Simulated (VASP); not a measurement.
# C in VASP: notebook

C is run at these levels: revPBE; tasks: single point.

Everything below comes from runs of VASP 6.6.1. Logs are shortened: lines on timing, memory, paths and dates and some standing lists are left out, and cuts for length are marked.

## (1) The cell of the first run

It takes space group Fd-3m (No. 227, cubic). Conventional cell: a = 3.567 Å, b = 3.567 Å, c = 3.567 Å, α = 90.00°, β = 90.00°, γ = 90.00°. C (site symmetry -43m) has 4 C at 1.54 Å within 2.1 Å.

## (2) Single point, revPBE

Input file INCAR:

```
SYSTEM = C
ALGO     = Normal         ! electronic algorithm
EDIFF    = 1E-6           ! SCF threshold, eV
ENCUT    = 600            ! plane-wave cutoff, eV
GGA      = RE             ! functional
GGA_COMPAT= .False.      
ISIF     = 2              ! what is computed and relaxed
ISMEAR   = 0              ! smearing method
LASPH    = .True.         ! aspherical terms in the spheres
LCHARG   = .False.        ! write CHGCAR
LREAL    = .False.        ! projectors in reciprocal space
LWAVE    = .False.        ! write WAVECAR
NBANDS   = 11             ! bands
NELM     = 120            ! most SCF steps
PREC     = Accurate       ! precision mode
SIGMA    = 0.01           ! smearing width, eV
```

Input file KPOINTS:

```
k-points
0
Gamma
  10 10 10
  0 0 0
```

Input file POSCAR:

```
C
1.0
    0.0000000000      1.7833700000      1.7833700000
    1.7833700000      0.0000000000      1.7833700000
    1.7833700000      1.7833700000      0.0000000000
C
2
Direct
    0.0000000000      0.0000000000      0.0000000000
    0.2500000000      0.2500000000      0.2500000000
```

Potentials or basis: VASP PAW PBE potentials, release 64 (C).

Run with:

```bash
$ cat potpaw_PBE.64/C/POTCAR > POTCAR
$ mpirun -np 1 vasp_std > vasp.out
```

OUTCAR:

```text
SYSTEM = C
   EDIFF = 1E-6
   ENCUT = 600
   GGA = RE
   ISIF = 2
   ISMEAR = 0
   LASPH = .True.
   LREAL = .False.
   NELM = 120
   PREC = Accurate

 ion  position               nearest neighbor table
   1  0.000  0.000  0.000-   2 1.54   2 1.54   2 1.54   2 1.54
   2  0.250  0.250  0.250-   1 1.54   1 1.54   1 1.54   1 1.54

  LATTYP: Found a face centered cubic cell.
 ALAT       =     3.5667400000

  Lattice vectors:

 A1 = (   0.0000000000,   1.7833700000,   1.7833700000)
 A2 = (   1.7833700000,   0.0000000000,   1.7833700000)
 A3 = (   1.7833700000,   1.7833700000,   0.0000000000)

Analysis of symmetry for initial positions (statically):
=====================================================================
 Subroutine PRICEL returns:
 Original cell was already a primitive cell.

 Routine SETGRP: Setting up the symmetry group for a
 face centered cubic supercell.

 Subroutine GETGRP returns: Found 48 space group operations
 (whereof 24 operations were pure point group operations)
 out of a pool of 48 trial point group operations.

The static configuration has the point symmetry T_d .
 The point group associated with its full space group is O_h .

Analysis of symmetry for dynamics (positions and initial velocities):
=====================================================================
 Subroutine PRICEL returns:
 Original cell was already a primitive cell.

 Routine SETGRP: Setting up the symmetry group for a
 face centered cubic supercell.

 Subroutine GETGRP returns: Found 48 space group operations
 (whereof 24 operations were pure point group operations)
 out of a pool of 48 trial point group operations.

The dynamic configuration has the point symmetry T_d .
 The point group associated with its full space group is O_h .

 Subroutine INISYM returns: Found 48 space group operations
 (whereof 24 operations are pure point group operations),
 and found     1 'primitive' translations

----------------------------------------------------------------------------------------

                                     Primitive cell

  volume of cell :      11.3437

  direct lattice vectors                    reciprocal lattice vectors
     0.000000000  1.783370000  1.783370000    -0.280368067  0.280368067  0.280368067
     1.783370000  0.000000000  1.783370000     0.280368067 -0.280368067  0.280368067
     1.783370000  1.783370000  0.000000000     0.280368067  0.280368067 -0.280368067

  length of vectors
     2.522066041  2.522066041  2.522066041     0.485611737  0.485611737  0.485611737

  position of ions in fractional coordinates (direct lattice)
     0.000000000  0.000000000  0.000000000
     0.250000000  0.250000000  0.250000000

  ion indices of the primitive-cell ions
   primitive index   ion index
                 1           1
                 2           2

----------------------------------------------------------------------------------------

 KPOINTS: k-points

Automatic generation of k-mesh.
 Grid dimensions read from file:
 generate k-points for:   10   10   10

 Generating k-lattice:

  Cartesian coordinates                     Fractional coordinates (reciprocal lattice)
    -0.028036807  0.028036807  0.028036807     0.100000000  0.000000000  0.000000000
     0.028036807 -0.028036807  0.028036807     0.000000000  0.100000000  0.000000000
     0.028036807  0.028036807 -0.028036807     0.000000000  0.000000000  0.100000000

  Length of vectors
     0.048561174  0.048561174  0.048561174

  Shift w.r.t. Gamma in fractional coordinates (k-lattice)
     0.000000000  0.000000000  0.000000000

 Subroutine IBZKPT returns following result:
 ===========================================

 Found     47 irreducible k-points:

 Following reciprocal coordinates:
            Coordinates               Weight
  0.000000  0.000000  0.000000      1.000000
  0.100000  0.000000  0.000000      8.000000
  0.200000  0.000000  0.000000      8.000000
  0.300000  0.000000  0.000000      8.000000
  0.400000  0.000000  0.000000      8.000000
  0.500000  0.000000  0.000000      4.000000
[... 16 lines left out ...]
  0.300000  0.300000  0.000000      6.000000
  0.400000  0.300000  0.000000     24.000000
 [... further k-points ...]
   k-points           NKPTS =     47   k-points in BZ     NKDIM =     47   number of bands    NBANDS=     11
   number of dos      NEDOS =    301   number of ions     NIONS =      2
   total plane-waves  NPLWV =   8000
   dimension x,y,z NGX =    20 NGY =   20 NGZ =   20
   dimension x,y,z NGXF=    40 NGYF=   40 NGZF=   40
   ions per type =               2
   NGX,Y,Z   is equivalent  to a cutoff of  13.18, 13.18, 13.18 a.u.
   NGXF,Y,Z  is equivalent  to a cutoff of  26.37, 26.37, 26.37 a.u.
 SYSTEM =  C
   PREC   = accura    normal or accurate (medium, high low for compatibility)
   ISTART =      0    job   : 0-new  1-cont  2-samecut
   ICHARG =      2    charge: 1-file 2-atom 10-const
   ISPIN  =      1    spin polarized calculation?
   LNONCOLLINEAR =      F non collinear calculations
   LSORBIT =      F    spin-orbit coupling
   LASPH  =      T    aspherical Exc in radial PAW
   ENCUT  =  600.0 eV  44.10 Ry    6.64 a.u.   5.04  5.04  5.04*2*pi/ulx,y,z
   NELM   =    120;   NELMIN=  2; NELMDL= -5     # of ELM steps
   EDIFF  = 0.1E-05   stopping-criterion for ELM
   LREAL  =      F    real-space projection
   EDIFFG = 0.1E-04   stopping-criterion for IOM
   NSW    =      0    number of steps for IOM
   IBRION =     -1    ionic relax: 0-MD 1-quasi-New 2-CG
   NFREE  =      0    steps in history (QN), initial steepest desc. (CG)
   ISIF   =      2    stress and relaxation
   ISYM   =      2    0-nonsym 1-usesym 2-fastsym
   POTIM  = 0.5000    time-step for ionic-motion
   TEBEG  =    0.0;   TEEND  =   0.0 temperature during run
   PSTRESS=    0.0 pullay stress
   NELECT =       8.0000    total number of electrons
   NUPDOWN=      -1.0000    fix difference up-down
   EMIN   =  10.00;   EMAX   =-10.00  energy-range for DOS
   EFERMI =   0.00;   METHOD = LEGACY
   ISMEAR =     0;   SIGMA  =   0.01  broadening in eV -4-tet -1-fermi 0-gaus
   EFERMI_NEDOS =   21; number of points for ismear=-14 and -15
   IALGO  =     38    algorithm
   IMIX   =      4    mixing-type and parameters
     AMIX     =   0.40;   BMIX     =  1.00
     AMIX_MAG =   1.60;   BMIX_MAG =  1.00
  volume/ion in A,a.u.               =       5.67        38.28
  Fermi-wavevector in a.u.,A,eV,Ry     =   1.457203  2.753714 28.891161  2.123440
  Thomas-Fermi vector in A             =   2.574032
   LORBIT       =      0    0 simple, 1 ext, 2 COOP (PROOUT), +10 PAW based schemes
   GGA     = RE    functional components
   LHFCALC =     F    Hartree Fock is set to
   AEXX    =    0.0000 exact exchange contribution
   IVDW    =     0    specifies the selected vdW correction
   LEPSILON=     F    determine dielectric tensor
   LRPA    =     F    only Hartree local field effects (RPA)
 non-spin polarized calculation
 Gauss-broadening in eV      SIGMA  =   0.01
  energy-cutoff  :      600.00
  volume of cell :       11.34
 maximum number of plane-waves:       388
   NGX =  9   NGY =  9   NGZ =  9

 number of electron       7.9999999 magnetization

 Free energy of the ion-electron system (eV)
  ---------------------------------------------------
  ext. energy  EPLUGINS =         0.00000000
  ---------------------------------------------------
  free energy    TOTEN  =       -17.38159748 eV

  energy without entropy =      -17.38159748  energy(sigma->0) =      -17.38159748

 E-fermi :  10.0177     XC(G=0): -13.1913

 val. band max:        9.8215880884   @ k =   0.0000   0.0000   0.0000
 cond. band min:      13.9829425193   @ k =   0.4000   0.4000   0.0000
 fundamental gap:      4.1613544309
 Fermi energy:        10.0176838621

 k-point     1 :       0.0000    0.0000    0.0000
  band No.  band energies     occupation
      1     -11.7171      2.00000
      2       9.8216      2.00000
      3       9.8216      2.00000
      4       9.8216      2.00000
      5      15.4138      0.00000
      6      15.4138      0.00000
      7      15.4138      0.00000
      8      23.1072      0.00000
      9      29.1942      0.00000
     10      36.2781      0.00000
     11      36.2781      0.00000

 k-point     2 :       0.1000    0.0000    0.0000
  band No.  band energies     occupation
      1     -11.4403      2.00000
      2       8.1363      2.00000
      3       9.3734      2.00000
      4       9.3734      2.00000
      5      16.0027      0.00000
      6      16.0027      0.00000
      7      16.3595      0.00000
      8      23.3564      0.00000
      9      29.6445      0.00000
     10      33.7959      0.00000
     11      33.7959      0.00000

 k-point     3 :       0.2000    0.0000    0.0000
  band No.  band energies     occupation
      1     -10.6144      2.00000
      2       4.9189      2.00000
      3       8.4945      2.00000
      4       8.4945      2.00000
      5      17.1373      0.00000
      6      17.1373      0.00000
      7      17.5558      0.00000
      8      24.0492      0.00000
      9      30.4160      0.00000
     10      32.2876      0.00000
     11      32.2876      0.00000

 k-point     4 :       0.3000    0.0000    0.0000
  band No.  band energies     occupation
      1      -9.2605      2.00000
      2       1.5117      2.00000
      3       7.7019      2.00000
      4       7.7019      2.00000
      5      17.9613      0.00000
      6      17.9613      0.00000
      7      18.2267      0.00000
      8      24.8939      0.00000
      9      30.7448      0.00000
     10      32.5631      0.00000
     11      32.5631      0.00000

 k-point     5 :       0.4000    0.0000    0.0000
  band No.  band energies     occupation
      1      -7.4526      2.00000
      2      -1.6224      2.00000
      3       7.1888      2.00000
      4       7.1888      2.00000
      5      18.2505      0.00000
      6      18.2505      0.00000
      7      18.5346      0.00000
      8      25.4478      0.00000
      9      31.2432      0.00000
     10      34.3533      0.00000
     11      34.3533      0.00000
[... 211 lines left out ...]
 k-point    21 :      -0.3000    0.2000    0.0000
  band No.  band energies     occupation
      1      -7.1693      2.00000
      2       0.1082      2.00000
      3       3.2090      2.00000
      4       6.8210      2.00000
      5      17.8014      0.00000
      6      19.6692      0.00000
      7      21.5519      0.00000
      8      24.2992      0.00000
      9      29.6864      0.00000
     10      30.9617      0.00000
     11      34.6334      0.00000

 k-point    22 :      -0.2000    0.2000    0.0000
  band No.  band energies     occupation
      1      -8.8123      2.00000
      2       2.8084      2.00000
      3       3.8032      2.00000
      4       7.8304      2.00000
      5      18.3204      0.00000
      6      18.4004      0.00000
      7      20.3322      0.00000
      8      23.4939      0.00000
      9      29.8436      0.00000
     10      30.9063      0.00000
     11      33.8397      0.00000

 k-point    23 :       0.3000    0.3000    0.0000
  band No.  band energies     occupation
      1      -8.4436      2.00000
      2       3.6980      2.00000
      3       4.9241      2.00000
      4       4.9241      2.00000
      5      14.0486      0.00000
      6      18.5013      0.00000
      7      22.9553      0.00000
      8      22.9553      0.00000
      9      30.6619      0.00000
     10      32.8056      0.00000
     11      40.4876      0.00000

 k-point    24 :       0.4000    0.3000    0.0000
  band No.  band energies     occupation
      1      -7.1250      2.00000
      2       1.7192      2.00000
      3       3.8251      2.00000
      4       4.4524      2.00000
      5      14.6076      0.00000
      6      17.8426      0.00000
      7      23.9467      0.00000
      8      23.9978      0.00000
      9      31.6098      0.00000
     10      32.8343      0.00000
     11      40.5677      0.00000

 [... further k-points ...]
[... 5 lines left out ...]
  --------------------------------------------------------------------------------------
  -------------------------------------------------------------------------------------
  Total        0.4441633      0.4441633      0.4441633      0.0000000      0.0000000     -0.0000000
  in kB       62.7334073     62.7334073     62.7334073      0.0000000      0.0000000     -0.0000000
  external PRESSURE =      62.7334073 kB  Pullay stress =       0.0000000 kB

 VOLUME and BASIS-vectors are now :
 -----------------------------------------------------------------------------
  energy-cutoff  :      600.00
  volume of cell :       11.34
      direct lattice vectors                 reciprocal lattice vectors
     0.000000000  1.783370000  1.783370000    -0.280368067  0.280368067  0.280368067
     1.783370000  0.000000000  1.783370000     0.280368067 -0.280368067  0.280368067
     1.783370000  1.783370000  0.000000000     0.280368067  0.280368067 -0.280368067

 POSITION                                       TOTAL-FORCE (eV/Angst)
 -----------------------------------------------------------------------------------
      0.00000      0.00000      0.00000        -0.000000     -0.000000     -0.000000
      0.89168      0.89168      0.89168         0.000000      0.000000      0.000000
 -----------------------------------------------------------------------------------
    total drift:                                0.000000      0.000000      0.000000

  FREE ENERGIE OF THE ION-ELECTRON SYSTEM (eV)
  ---------------------------------------------------
  free  energy   TOTEN  =       -17.3815974778 eV

  energy  without entropy=      -17.3815974778  energy(sigma->0) =      -17.38159748
```

Run time: 4.9 s. Hardware: 1 thread of Intel Xeon Platinum 8259CL at 2.50GHz (Skylake/Cascade Lake), shared host; peak memory 0.11 GiB.

What came out:

```yaml
Free_energy: -17.3816 eV
Pressure: 6.3 GPa
Band_gap_on_the_k_mesh: 4.16 eV, indirect (least direct gap 5.59 eV)
```

Caveat: the PAW data sets were made with another functional, which shifts forces and pressure a little. A k mesh can miss the band edges.

## (3) Single point, revPBE

Input file INCAR:

```
ALGO = Normal ; EDIFF = 1E-6
ENCUT = 600 ; GGA = RE
GGA_COMPAT = F ; ISIF = 2
ISMEAR = 0 ; LASPH = T
LCHARG = F ; LREAL = F
LWAVE = F ; NBANDS = 11
NELM = 120 ; PREC = Accurate
SIGMA = 0.01
```

Input file KPOINTS:

```
k-points
0
Gamma
  10 10 10
```

Changes to POSCAR since step 2:

```diff
@@ -8,3 +8,3 @@
 Direct
-    0.0000000000      0.0000000000      0.0000000000
+    0.0028036807     -0.0028036807      0.0028036807
     0.2500000000      0.2500000000      0.2500000000
```

Potentials or basis: VASP PAW PBE potentials, release 64 (C).

Run with:

```bash
$ cat potpaw_PBE.64/C/POTCAR > POTCAR
$ mpirun -np 1 vasp_std > vasp.out
```

OUTCAR:

```text
EDIFF = 1E-6
   ENCUT = 600
   GGA = RE
   ISIF = 2
   ISMEAR = 0
   LASPH = T
   LREAL = F
   NELM = 120
   PREC = Accurate

 ion  position               nearest neighbor table
   1  0.003  0.997  0.003-   2 1.54   2 1.54   2 1.55   2 1.55
   2  0.250  0.250  0.250-   1 1.54   1 1.54   1 1.55   1 1.55

  LATTYP: Found a face centered cubic cell.
 ALAT       =     3.5667400000

  Lattice vectors:

 A1 = (   0.0000000000,   1.7833700000,   1.7833700000)
 A2 = (   1.7833700000,   0.0000000000,   1.7833700000)
 A3 = (   1.7833700000,   1.7833700000,   0.0000000000)

Analysis of symmetry for initial positions (statically):
=====================================================================
 Subroutine PRICEL returns:
 Original cell was already a primitive cell.

 Routine SETGRP: Setting up the symmetry group for a
 face centered cubic supercell.

 Subroutine GETGRP returns: Found  8 space group operations
 (whereof  4 operations were pure point group operations)
 out of a pool of 48 trial point group operations.

The static configuration has the point symmetry C_2v.
 The point group associated with its full space group is D_2h.

[... 173 lines left out ...]
      4       9.9752      2.00000
      5      15.2787      0.00000
      6      15.4120      0.00000
      7      15.5500      0.00000
      8      23.1067      0.00000
      9      29.1933      0.00000
     10      36.2778      0.00000
     11      36.2784      0.00000
[... 309 lines left out ...]
 k-point    24 :       0.1000    0.0000    0.4000
  band No.  band energies     occupation
      1      -7.8610      2.00000
      2      -0.4224      2.00000
      3       6.4164      2.00000
      4       6.7947      2.00000
      5      17.2393      0.00000
      6      19.4066      0.00000
      7      19.5357      0.00000
      8      24.3463      0.00000
      9      30.9124      0.00000
     10      32.3862      0.00000
     11      35.8219      0.00000

 [... further k-points ...]

------------------------ aborting loop because EDIFF is reached ----------------------------------------

  FORCE on cell =-STRESS in cart. coord.  units (eV):
  Direction    XX          YY          ZZ          XY          YZ          ZX
  --------------------------------------------------------------------------------------
  -------------------------------------------------------------------------------------
  Total        0.4472239      0.4454165      0.4472239      0.0000000      0.0000000      0.0340033
  in kB       63.1656856     62.9104149     63.1656856      0.0000000      0.0000000      4.8026098
  external PRESSURE =      63.0805954 kB  Pullay stress =       0.0000000 kB

 VOLUME and BASIS-vectors are now :
 -----------------------------------------------------------------------------
  energy-cutoff  :      600.00
  volume of cell :       11.34
      direct lattice vectors                 reciprocal lattice vectors
     0.000000000  1.783370000  1.783370000    -0.280368067  0.280368067  0.280368067
     1.783370000  0.000000000  1.783370000     0.280368067 -0.280368067  0.280368067
     1.783370000  1.783370000  0.000000000     0.280368067  0.280368067 -0.280368067

 POSITION                                       TOTAL-FORCE (eV/Angst)
 -----------------------------------------------------------------------------------
      1.78337      0.01000      1.78337         0.000000     -0.375168      0.000000
      0.89168      0.89168      0.89168         0.000000      0.375168      0.000000
 -----------------------------------------------------------------------------------
    total drift:                                0.000000     -0.000004      0.000000

  FREE ENERGIE OF THE ION-ELECTRON SYSTEM (eV)
  ---------------------------------------------------
  free  energy   TOTEN  =       -17.3797215497 eV

  energy  without entropy=      -17.3797215497  energy(sigma->0) =      -17.37972155
```

OSZICAR:

```text
N       E                     dE             d eps       ncg     rms          rms(c)
DAV:   1     0.370820177883E+01    0.37082E+01   -0.52632E+03  3805   0.806E+02
DAV:   2    -0.175071067930E+02   -0.21215E+02   -0.20291E+02  4934   0.133E+02
DAV:   3    -0.179567686289E+02   -0.44966E+00   -0.44811E+00  4422   0.149E+01
DAV:   4    -0.179576005142E+02   -0.83189E-03   -0.83186E-03  4067   0.772E-01
DAV:   5    -0.179576014474E+02   -0.93324E-06   -0.93322E-06  4330   0.256E-02    0.564E+00
DAV:   6    -0.175216339530E+02    0.43597E+00   -0.22275E-01  3843   0.332E+00    0.340E+00
DAV:   7    -0.173770638432E+02    0.14457E+00   -0.28081E-01  4056   0.380E+00    0.733E-01
DAV:   8    -0.173796286784E+02   -0.25648E-02   -0.89595E-03  3935   0.702E-01    0.543E-02
DAV:   9    -0.173796914313E+02   -0.62753E-04   -0.12233E-04  4524   0.879E-02    0.260E-02
DAV:  10    -0.173797211207E+02   -0.29689E-04   -0.28352E-05  3968   0.474E-02    0.518E-03
DAV:  11    -0.173797215497E+02   -0.42900E-06   -0.64303E-07  4560   0.727E-03
   1 F= -.17379722E+02 E0= -.17379722E+02  d E =-.813382E-15
```

Wall time 15 s (1 thread of Intel Xeon Platinum 8259CL at 2.50GHz (Skylake/Cascade Lake), shared host); peak memory 0.13 GiB.

What came out:

| Quantity | Value |
| --- | --- |
| Free energy | -17.3797 eV |
| Pressure | 6.3 GPa |
| Largest force | 0.375 eV/Å |
| Band gap on the k mesh | 4.01 eV, indirect (least direct gap 5.30 eV) |

Forces in eV/Å, atoms in the order of the input:
```
C    0.000 -0.375  0.000
C    0.000  0.375  0.000
```

Caveat: the PAW data sets were made with another functional, which shifts forces and pressure a little.
